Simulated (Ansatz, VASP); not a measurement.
**Two plane-wave programs on Rh**

The input INCAR:

```
SYSTEM = Rh
PREC = Accurate
ENCUT = 520
EDIFF = 1E-6
ISMEAR = 0
SIGMA = 0.15
LREAL = .False.
LASPH = .True.
NELM = 100
ALGO = Fast
ISIF = 2
LWAVE = .False.
LCHARG = .False.
GGA = CA
NBANDS = 38
```

KPOINTS

```
Automatic mesh
0
Gamma
  18 18 6
  0 0 0
```

Contents of POSCAR:

```
Rh
1.0
    2.6838000000      0.0000000000      0.0000000000
   -1.3419000000      2.3242389787      0.0000000000
    0.0000000000      0.0000000000      8.8980000000
Rh
4
Direct
    0.0000000000      0.0000000000      0.0000000000
    0.3333333333      0.6666666667      0.2500000000
    0.0000000000      0.0000000000      0.5000000000
    0.6666666667      0.3333333333      0.7500000000
```

Input for Ansatz:

```yaml
crystal:
  lattice:
    - [2.6838, 0.0, 0.0]
    - [-1.3419, 2.3242389787, 0.0]
    - [0.0, 0.0, 8.898]
  atoms:
    - { symbol: Rh, position: [0.0, 0.0, 0.0] }
    - { symbol: Rh, position: [0.3333333333, 0.6666666667, 0.25] }
    - { symbol: Rh, position: [0.0, 0.0, 0.5] }
    - { symbol: Rh, position: [0.6666666667, 0.3333333333, 0.75] }
basis:
  ecutwfc: 420
kpoints:
  mp_grid: { grid: [18, 18, 6] }
hamiltonian:
  xc: lda
  pseudopotentials: { kind: paw, azcp: { folder: soft_1 } }
scf:
  occupations: { method: gaussian, width: 0.15 }
output:
  forces: true
  stress: true
  eigenvalues: true
```

Alike in both runs: task single point; functional LDA; k mesh 18 × 18 × 6; occupations gaussian, width 0.15 eV; no spin polarisation.

|  | VASP | Ansatz |
| --- | --- | --- |
| version | VASP 6.6.1 | Ansatz 0.2.0 |
| potentials or method | VASP PAW LDA potentials, release 64 (Rh_pv), cutoff 520 eV | scalar-relativistic, plane waves, PAW |
| valence electrons in the cell | 60 | 68 |

|  | VASP | Ansatz | Ansatz less VASP |
| --- | --- | --- | --- |
| gap on the k mesh at the Fermi level (eV) | none | none | - |
| pressure (GPa) | -12.2 | -12.9 | -0.69 |
| traceless stress, the component that is largest in VASP (GPa) | -3.60 | -3.58 | +0.013 |

Ansatz warns that its potentials were made for another functional, while VASP's fit it. LDA's correlation is that of Perdew and Zunger in VASP and of Perdew and Wang (1992) in Ansatz. A gap of «none» marks a metal or a gap that the smearing closes. VASP's potentials hold 60 valence electrons a cell and Ansatz's 68, so a difference there can come from the potentials and not from the codes.
